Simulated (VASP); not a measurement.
Wanted: the native input for a VASP 6.6.1 run.

| Property | Result |
| --- | --- |
| Task | single point |
| Functional | PBE |
| Potentials or basis | VASP PAW PBE potentials, release 64 (Al, Cl) |
| Cutoff | 520 eV |
| k mesh | 8 × 8 × 8 |
| Occupations | fermi-dirac, width 0.05 eV |
| Spin | no spin polarisation |
| Dipole correction | no |
| Further INCAR settings | ALGO = Normal; EDIFF = 1e-07; NBANDS = 12 |

The structure of AlCl lies in POSCAR:

```
AlCl
1.0
    0.0000000000      2.8101349762      2.8101349762
    2.8101349762      0.0000000000      2.8101349762
    2.8101349762      2.8101349762      0.0000000000
Al Cl
1 1
Direct
    0.5000000000      0.5000000000      0.5000000000
    0.0000000000      0.0000000000      0.0000000000
```

This cell differs from its parent crystal: volume scaled by 0.96.

These files were run (other wordings do the same):

INCAR

```
ALGO     = Normal         # electronic algorithm
EDIFF    = 1E-7           # SCF threshold, eV
ENCUT    = 520            # plane-wave cutoff, eV
GGA      = PE             # functional
ISIF     = 2              # what is computed and relaxed
ISMEAR   = -1             # smearing method
LASPH    = T              # aspherical terms in the spheres
LCHARG   = F              # write CHGCAR
LREAL    = F              # projectors in reciprocal space
LWAVE    = F              # write WAVECAR
NBANDS   = 12             # bands
NELM     = 100            # most SCF steps
PREC     = Accurate       # precision mode
SIGMA    = 0.05           # smearing width, eV
```

KPOINTS

```
k-points
0
Gamma
  8 8 8
```

Potentials or basis: VASP PAW PBE potentials, release 64 (Al, Cl).

Command:

```sh
$ cat potpaw_PBE.64/Al/POTCAR potpaw_PBE.64/Cl/POTCAR > POTCAR
$ mpirun -np 1 vasp_std > vasp.out
```

It gave:

```json
{"Pressure": "7.4 GPa", "Band gap on the k mesh": "0.72 eV, indirect (least direct gap 0.79 eV)"}
```

Run time: 8.9 s on 1 thread of Intel(R) Xeon(R) Platinum 8488C (Sapphire Rapids), on a shared host, peak memory 0.16 GiB.
